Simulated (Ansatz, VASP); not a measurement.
One calculation of Be3N2, two programs

Contents of INCAR:

```
ALGO = Normal
EDIFF = 1E-7
ENCUT = 520
ISIF = 2
ISMEAR = 0
LASPH = T
LCHARG = F
LREAL = F
LWAVE = F
NBANDS = 16
NELM = 80
PREC = Accurate
SIGMA = 0.05
```

File KPOINTS:

```
k-points
0
Gamma
  9 9 6
```

Contents of POSCAR:

```
Be3N2
1.0
    2.8177777140      0.0000000000      0.0000000000
   -1.4088888570      2.4402670826      0.0000000000
    0.0000000000      0.0000000000      4.6670220000
Be N
3 2
Direct
    0.0201995086      0.0147870666      0.0077317810
    0.6868661753      0.3481203999      0.6573647810
    0.3535328419      0.6814537332      0.3580987810
    0.3333333333      0.6666666667      0.7470580000
    0.6666666667      0.3333333333      0.2529420000
```

Input for Ansatz:

```yaml
crystal:
  lattice:
    - [2.817777714, 0.0, 0.0]
    - [-1.408888857, 2.4402670826, 0.0]
    - [0.0, 0.0, 4.667022]
  atoms:
    - { symbol: Be, position: [0.0201995086, 0.0147870666, 0.007731781] }
    - { symbol: Be, position: [0.6868661753, 0.3481203999, 0.657364781] }
    - { symbol: Be, position: [0.3535328419, 0.6814537332, 0.358098781] }
    - { symbol: "N", position: [0.3333333333, 0.6666666667, 0.747058] }
    - { symbol: "N", position: [0.6666666667, 0.3333333333, 0.252942] }
basis:
  ecutwfc: 420
kpoints:
  mp_grid: { grid: [9, 9, 6] }
hamiltonian:
  xc: lda
scf:
  occupations: { method: gaussian, width: 0.05 }
output:
  forces: true
  stress: true
  eigenvalues: true
```

Change from the starting cell: all Be atoms moved +0.062 Å, as atom 1 along Cartesian [1 1 1].

Alike in both runs: task single point; functional LDA; k mesh 9 × 9 × 6; occupations gaussian, width 0.05 eV; no spin polarisation.

|  | VASP | Ansatz |
| --- | --- | --- |
| version | VASP 6.6.1 | Ansatz 0.2.0 |
| potentials or method | VASP PAW LDA potentials, release 64 (Be, N), cutoff 520 eV | scalar-relativistic, plane waves, PAW |
| valence electrons in the cell | 16 | 16 |

```csv
,VASP,Ansatz,Ansatz less VASP
gap on the k mesh at the Fermi level (eV),4.23,4.24,+0.010
least direct gap on the mesh (eV),5.92,5.93,+0.010
pressure (GPa),-8.9,-9.5,-0.58
"traceless stress, the component that is largest in VASP (GPa)",0.59,0.59,+0.002
rms of the force components (eV/Å),0.314,0.315,+0.0016
```

LDA's correlation is that of Perdew and Zunger in VASP and of Perdew and Wang (1992) in Ansatz. Atom by atom the forces differ by 0.004 eV/Å (rms over components).
